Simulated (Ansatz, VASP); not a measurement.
## Two plane-wave programs on TiB2

File INCAR:

```
PREC     = Accurate       # precision mode
ENCUT    = 520            # plane-wave cutoff, eV
EDIFF    = 1E-6           # SCF threshold, eV
ISMEAR   = 1              # smearing method
SIGMA    = 0.1            # smearing width, eV
LREAL    = False          # projectors in reciprocal space
LASPH    = True           # aspherical terms in the spheres
NELM     = 80             # most SCF steps
ALGO     = Normal         # electronic algorithm
ISIF     = 2              # what is computed and relaxed
LWAVE    = False          # write WAVECAR
LCHARG   = False          # write CHGCAR
GGA      = PE             # functional
NBANDS   = 16             # bands
```

KPOINTS

```
regular mesh
0
Gamma
  11 11 9
```

The input POSCAR:

```
TiB2
1.0
    3.1269829257      0.0000000000      0.0000000000
   -1.5634914629      2.7080423637      0.0000000000
    0.0000000000      0.0000000000      3.3326131247
Ti B
1 2
Direct
    0.0000000000      0.0000000000      0.0000000000
    0.3333333333      0.6666666667      0.5000000000
    0.6666666667      0.3333333333      0.5000000000
```

Input for Ansatz:

```yaml
crystal:
  lattice:
    - [3.1269829257404274, 0.0, 0.0]
    - [-1.5634914628702137, 2.7080423636836155, 0.0]
    - [0.0, 0.0, 3.332613124739336]
  atoms:
    - { symbol: Ti, position: [0.0, 0.0, 0.0] }
    - { symbol: B, position: [0.3333333333333333, 0.6666666666666666, 0.5] }
    - { symbol: B, position: [0.6666666666666666, 0.3333333333333333, 0.5] }
basis:
  ecutwfc: 489.804952427784
kpoints:
  mp_grid:
    grid: [11, 11, 9]
hamiltonian:
  xc: pbe
  pseudopotentials:
    kind: paw
scf:
  occupations:
    method: cold
    width: 0.1
output:
  stress: true
```

Alike in both runs: task single point; functional PBE; k mesh 11 × 11 × 9; no spin polarisation.

|  | VASP | Ansatz |
| --- | --- | --- |
| version | VASP 6.6.1 | Ansatz 0.2.0 |
| potentials or method | VASP PAW PBE potentials, release 64 (Ti_sv, B), cutoff 520 eV | plane waves, PAW |
| occupations | methfessel-paxton of order 1, width 0.1 eV | cold, width 0.1 eV |
| valence electrons in the cell | 18 | 18 |

```tsv
	VASP	Ansatz	Ansatz less VASP
pressure (GPa)	-19.9	-20.1	-0.16
traceless stress, the component that is largest in VASP (GPa)	2.50	2.52	+0.016
```

Ansatz's warnings: structure snapped to symmetry.
